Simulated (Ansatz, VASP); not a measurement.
## Two plane-wave programs on SnO

The input INCAR:

```
PREC = Accurate
ENCUT = 520
EDIFF = 1E-7
ISMEAR = 0
SIGMA = 0.1
LREAL = False
LASPH = True
NELM = 60
ALGO = Normal
ISIF = 2
LWAVE = False
LCHARG = True
GGA = PS
LELF = True
LVHAR = True
NBANDS = 28
```

The input KPOINTS:

```
Automatic mesh
0
Gamma
  10 10 8
```

The input POSCAR:

```
SnO
1.0
    3.8899402600      0.0000000000      0.0000000000
    0.0000000000      3.8740859200      0.0000000000
    0.0000000000      0.0000000000      5.0103378000
Sn O
2 2
Direct
   -0.0581726251      0.5000000000      0.2272301058
    0.4418273749      0.0000000000      0.7727698942
    0.0581726251      0.0000000000      0.0321646302
    0.5581726251      0.5000000000     -0.0321646302
```

Input for Ansatz:

```yaml
crystal:
  lattice:
    - [3.88994026, 0.0, 0.0]
    - [0.0, 3.87408592, 0.0]
    - [0.0, 0.0, 5.0103378]
  atoms:
    - { symbol: Sn, position: [-0.0581726251, 0.5, 0.2272301058] }
    - { symbol: Sn, position: [0.4418273749, 0.0, 0.7727698942] }
    - { symbol: O, position: [0.0581726251, 0.0, 0.0321646302] }
    - { symbol: O, position: [0.5581726251, 0.5, -0.0321646302] }
basis:
  ecutwfc: 420
kpoints:
  mp_grid: { grid: [10, 10, 8] }
hamiltonian:
  xc: pbesol
scf:
  occupations: { method: gaussian, width: 0.1 }
output:
  forces: true
  stress: true
  eigenvalues: true
  write_density: true
  write_potential: true
  elf: true
  volumetric_format: npy
```

Alike in both runs: task single point; functional PBEsol; k mesh 10 × 10 × 8; occupations gaussian, width 0.1 eV; no spin polarisation.

|  | VASP | Ansatz |
| --- | --- | --- |
| version | VASP 6.6.1 | Ansatz 0.2.0 |
| potentials or method | VASP PAW PBE potentials, release 64 (Sn_d, O), cutoff 520 eV | scalar-relativistic, plane waves, PAW |
| valence electrons in the cell | 40 | 40 |

```csv
,VASP,Ansatz,Ansatz less VASP
gap on the k mesh at the Fermi level (eV),0.78,0.78,-0.006
least direct gap on the mesh (eV),1.95,1.98,+0.027
pressure (GPa),3.2,3.0,-0.22
"traceless stress, the component that is largest in VASP (GPa)",-3.97,-3.99,-0.019
rms of the force components (eV/Å),0.938,0.906,-0.0322
```

VASP's potentials were made for PBE, not for PBEsol. Atom by atom the forces differ by 0.039 eV/Å (rms over components).
